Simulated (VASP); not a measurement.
A run of VASP 6.6.1:

INCAR

```
ALGO = Normal
EDIFF = 1E-6
ENCUT = 520
ISIF = 2
ISMEAR = -1
LASPH = T
LCHARG = T
LELF = T
LREAL = F
LVHAR = T
LWAVE = F
NBANDS = 11
NELM = 80
PREC = Accurate
SIGMA = 0.2
```

File KPOINTS:

```
k-points
0
Gamma
  12 12 12
```

POSCAR

```
BAs
1.0
    0.0000000000      2.3885000000      2.3885000000
    2.3885000000      0.0000000000      2.3885000000
    2.3885000000      2.3885000000      0.0000000000
B As
1 1
Direct
    0.0000000000      0.0000000000      0.0000000000
    0.7500000000      0.7500000000      0.7500000000
```

Potentials or basis: VASP PAW LDA potentials, release 64 (B, As).

Launch:

```sh
$ cat potpaw_LDA.64/B/POTCAR potpaw_LDA.64/As/POTCAR > POTCAR
$ mpirun -np 1 vasp_std > vasp.out
```

Hardware: 1 thread of Intel(R) Xeon(R) Platinum 8488C (Sapphire Rapids) (shared host).

Task: How long does it take, and how much memory?

Result: It took 44 s on 1 thread of Intel(R) Xeon(R) Platinum 8488C (Sapphire Rapids) (shared host), peak memory 0.15 GiB. Counts: scf iterations 12, k points 72.
